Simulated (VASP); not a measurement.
# P (P4/mmm) in VASP: notebook, part 2 of 2

VASP 6.6.1. Earlier steps stand in the parts before.

## 3. Relaxation of cell and atoms, PBE

This run uses another cell than the first one, of 14.68 Å³/atom, 1.003 times its volume.

The input, INCAR:

```
SYSTEM = P
PREC     = Accurate       ! precision mode
ENCUT    = 600            ! plane-wave cutoff, eV
EDIFF    = 1E-7           ! SCF threshold, eV
ISMEAR   = 0              ! smearing method
SIGMA    = 0.1            ! smearing width, eV
LREAL    = .False.        ! projectors in reciprocal space
LASPH    = .True.         ! aspherical terms in the spheres
NELM     = 100            ! most SCF steps
ALGO     = Normal         ! electronic algorithm
ISIF     = 3              ! what is computed and relaxed
LWAVE    = .False.        ! write WAVECAR
LCHARG   = .False.        ! write CHGCAR
GGA      = PE             ! functional
IBRION   = 2              ! ionic algorithm
NSW      = 100            ! ionic steps
EDIFFG   = -0.01          ! ionic threshold
```

The input, KPOINTS:

```
regular mesh
0
Gamma
  10 10 18
  0 0 0
```

The input, POSCAR:

```
P
1.0
    4.8845608680      0.0000000000      0.0000000000
    0.0000000000      4.8845608680      0.0000000000
    0.0000000000      0.0000000000      2.4615759591
P
4
Direct
    0.2435002721      0.2435002721      0.0000000000
    0.2435002721      0.7564997279      0.0000000000
    0.7564997279      0.2435002721      0.0000000000
    0.7564997279      0.7564997279      0.0000000000
```

Potentials or basis: VASP PAW PBE potentials, release 64 (P).

Run with:

```sh
cat potpaw_PBE.64/P/POTCAR > POTCAR
mpirun -np 1 vasp_std > vasp.out
```

OUTCAR:

```text
SYSTEM = P
   PREC = Accurate
   ENCUT = 600
   EDIFF = 1E-7
   ISMEAR = 0
   LREAL = .False.
   LASPH = .True.
   NELM = 100
   ISIF = 3
   GGA = PE
   IBRION = 2
   NSW = 100
   EDIFFG = -0.01

 ion  position               nearest neighbor table
   1  0.244  0.244  0.000-   2 2.38   3 2.38   3 2.51   2 2.51
   2  0.244  0.756  0.000-   1 2.38   4 2.38   4 2.51   1 2.51
   3  0.756  0.244  0.000-   1 2.38   4 2.38   4 2.51   1 2.51
   4  0.756  0.756  0.000-   2 2.38   3 2.38   3 2.51   2 2.51

  LATTYP: Found a simple tetragonal cell.
 ALAT       =     4.8845608680
 C/A-ratio  =     0.5039503091

  Lattice vectors:

 A1 = (   4.8845608680,   0.0000000000,   0.0000000000)
 A2 = (   0.0000000000,   4.8845608680,   0.0000000000)
[... 386 lines left out ...]
 val. band max:        9.6337005411   @ k =   0.5000   0.2000   0.0000
 cond. band min:       9.6591186814   @ k =   0.3000   0.3000   0.1667
 fundamental gap:      0.0254181403
 Fermi energy:         9.6541964566

 k-point     1 :       0.0000    0.0000    0.0000
  band No.  band energies     occupation
      1      -6.8712      2.00000
      2      -2.4627      2.00000
      3      -2.4627      2.00000
      4       0.9486      2.00000
      5       0.9487      2.00000
      6       2.3429      2.00000
      7       4.3936      2.00000
      8       4.3936      2.00000
      9      10.6280      0.00000
     10      14.1728      0.00000
     11      14.8186      0.00000
     12      14.8186      0.00000
     13      16.3075      0.00000
     14      16.4968      0.00000
[... 377 lines left out ...]
      1      -6.5723      2.00000
      2      -3.3642      2.00000
      3      -2.1621      2.00000
      4       1.1693      2.00000
      5       1.2185      2.00000
      6       2.4132      2.00000
      7       3.8679      2.00000
      8       6.0934      2.00000
      9      11.7467      0.00000
     10      11.8098      0.00000
     11      13.2522      0.00000
     12      14.8810      0.00000
     13      15.0531      0.00000
     14      15.5153      0.00000

 [... further k-points ...]
[... 5 lines left out ...]
  --------------------------------------------------------------------------------------
  -------------------------------------------------------------------------------------
  Total       -0.0105505     -0.0105505      0.0053903      0.0000000      0.0000000      0.0000000
  in kB       -0.2893473     -0.2893473      0.1478285      0.0000000      0.0000000      0.0000000
  external PRESSURE =      -0.1436220 kB  Pullay stress =       0.0000000 kB
[... 19 lines left out ...]
  FREE ENERGIE OF THE ION-ELECTRON SYSTEM (eV)
  ---------------------------------------------------
  free  energy   TOTEN  =       -21.0968053147 eV

  energy  without entropy=      -21.0917549635  energy(sigma->0) =      -21.09428014

 reached required accuracy - stopping structural energy minimisation
```

CONTCAR:

```text
P
   1.00000000000000
     4.8632784540388254    0.0000000000000000    0.0000000000000000
     0.0000000000000000    4.8632784540388254    0.0000000000000000
    -0.0000000000000000   -0.0000000000000000    2.4700419009474714
  P
     4
Direct
     0.2496482604746587    0.2496482604746587    0.0000000000000000
     0.2496482604746587    0.7503517395253413    0.0000000000000000
     0.7503517395253413    0.2496482604746587    0.0000000000000000
     0.7503517395253413    0.7503517395253413    0.0000000000000000

  0.00000000E+00  0.00000000E+00  0.00000000E+00
  0.00000000E+00  0.00000000E+00  0.00000000E+00
  0.00000000E+00  0.00000000E+00  0.00000000E+00
  0.00000000E+00  0.00000000E+00  0.00000000E+00
```

Run time: 15 min. Hardware: 1 thread of Intel Xeon 6975P-C, shared host; peak memory 0.3 GiB.

Results:

- Free energy: -21.0968 eV
- Relaxed volume: 14.61 Å³/atom
- Relaxed cell: a = 4.863 Å, b = 4.863 Å, c = 2.470 Å, α = 90.00°, β = 90.00°, γ = 90.00°
- Space group after relaxing (to 0.05 Å): Pm-3m (No. 221)
- Energy gained by relaxing: 3.2 meV/atom
- Ionic steps: 11
- Pressure after relaxing: 0.0 GPa
- Largest force after relaxing: 0.009 eV/Å
- Band gap on the k mesh: zero (band 10 reaches 14.17 eV, above the bottom of band 11 at 6.77 eV)

Forces in eV/Å, atoms in the order of the input:
```
P    0.006  0.006  0.000
P    0.006 -0.006  0.000
P   -0.006  0.006  0.000
P   -0.006 -0.006  0.000
```

Step by step:
```csv
step,energy change (eV),largest force (eV/Å),pressure (GPa),volume (Å³)
1,0.0000,0.1055,0.04,58.73
2,-0.0027,0.1070,-0.16,58.76
3,-0.0054,0.0914,-0.47,58.82
4,-0.0067,0.0831,-0.40,58.75
5,-0.0099,0.0590,-0.14,58.54
6,-0.0110,0.0233,0.61,58.13
7,-0.0116,0.0173,0.26,58.30
8,-0.0126,0.0120,0.04,58.40
9,-0.0127,0.0103,-0.04,58.43
10,-0.0127,0.0102,-0.05,58.44
11,-0.0127,0.0091,-0.01,58.42
```

Final structure:
```
P
1.0
     4.86328    0.00000    0.00000
     0.00000    4.86328    0.00000
     0.00000    0.00000    2.47004
P
4
Direct
  0.24965 0.24965 0.00000
  0.24965 0.75035 0.00000
  0.75035 0.24965 0.00000
  0.75035 0.75035 0.00000
```

Levels at points of the mesh, in eV from the Fermi level:
| k point | band 6 | band 7 | band 8 | band 9 | band 10 | band 11 | band 12 | band 13 | band 14 |
| --- | --- | --- | --- | --- | --- | --- | --- | --- | --- |
| (0.00, 0.00, 0.00) | -7.31 | -5.26 | -5.26 | 0.97 | 4.52 | 5.16 | 5.16 | 6.65 | 6.84 |
| (0.50, 0.00, 0.00) | -7.44 | -3.05 | -3.02 | 0.56 | 0.60 | 5.60 | 5.62 | 6.06 | 6.08 |
| (0.50, 0.50, 0.00) | -2.44 | -2.44 | -2.42 | -1.00 | -0.97 | -0.97 | -0.95 | 6.66 | 6.69 |
| (0.00, 0.00, 0.50) | -5.49 | -5.18 | -5.18 | -2.34 | -2.34 | -2.01 | -1.75 | 0.96 | 0.96 |
| (0.50, 0.00, 0.50) | -6.21 | -4.31 | -4.29 | -4.00 | -3.98 | 0.30 | 0.34 | 2.30 | 2.32 |
| (0.50, 0.50, 0.50) | -6.15 | -6.15 | -6.13 | 0.35 | 0.38 | 0.38 | 0.41 | 3.31 | 3.34 |
